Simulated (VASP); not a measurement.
Input of a VASP 6.6.1 run:

The input INCAR:

```
SYSTEM = Mo
  PREC = Accurate
  ENCUT = 500
  EDIFF = 1E-6
  ISMEAR = 0
  SIGMA = 0.1
  LREAL = .False.
  LASPH = .True.
  NELM = 120
  ALGO = Normal
  ISIF = 2
  LWAVE = .False.
  LCHARG = .False.
  GGA = PE
  NBANDS = 13
  GGA_COMPAT = .False.
```

File KPOINTS:

```
regular mesh
0
Gamma
  18 18 18
  0 0 0
```

File POSCAR:

```
Mo
1.0
   -1.5803011104      1.5803011104      1.5803011104
    1.5803011104     -1.5803011104      1.5803011104
    1.5803011104      1.5803011104     -1.5803011104
Mo
1
Direct
    0.0000000000      0.0000000000      0.0000000000
```

Potentials or basis: VASP PAW PBE potentials, release 64 (Mo_sv).

Run with:

```bash
$ cat potpaw_PBE.64/Mo_sv/POTCAR > POTCAR
$ mpirun -np 1 vasp_std > vasp.out
```

Problem. Predict the band gap on the k mesh.

Solution. Zero (band 7 reaches 16.36 eV, above the bottom of band 8 at 11.09 eV).

Problem. Predict the pressure.

Solution. 0.5 GPa.
